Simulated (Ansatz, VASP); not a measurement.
S: VASP beside Ansatz

```
CELL_PARAMETERS angstrom
10.50000 0.00000 0.00000
0.00000 11.00000 0.00000
0.00000 0.00000 11.50000
ATOMIC_POSITIONS crystal
S 0.50000 0.50455 0.50000
```

Alike in both runs: task single point; functional LDA; k mesh 1 × 1 × 1; occupations gaussian, width 0.005 eV; collinear spin.

|  | VASP | Ansatz |
| --- | --- | --- |
| version | VASP 6.6.1 | Ansatz 0.2.0 |
| potentials or method | VASP PAW LDA potentials, release 64 (S) | scalar-relativistic, plane waves, PAW |
| plane-wave cutoff (eV) | 400 | 420 |
| valence electrons in the cell | 6 | 6 |

```csv
,VASP,Ansatz,Ansatz less VASP
net moment per atom (μB),2.00,2.00,0.000
size of the moment on the site where the two differ most (μB),1.10,2.00,+0.898
```

LDA's correlation is that of Perdew and Zunger in VASP and of Perdew and Wang (1992) in Ansatz. Site moments also hang on the region over which each program counts them. Ansatz's warnings: stability check not made.
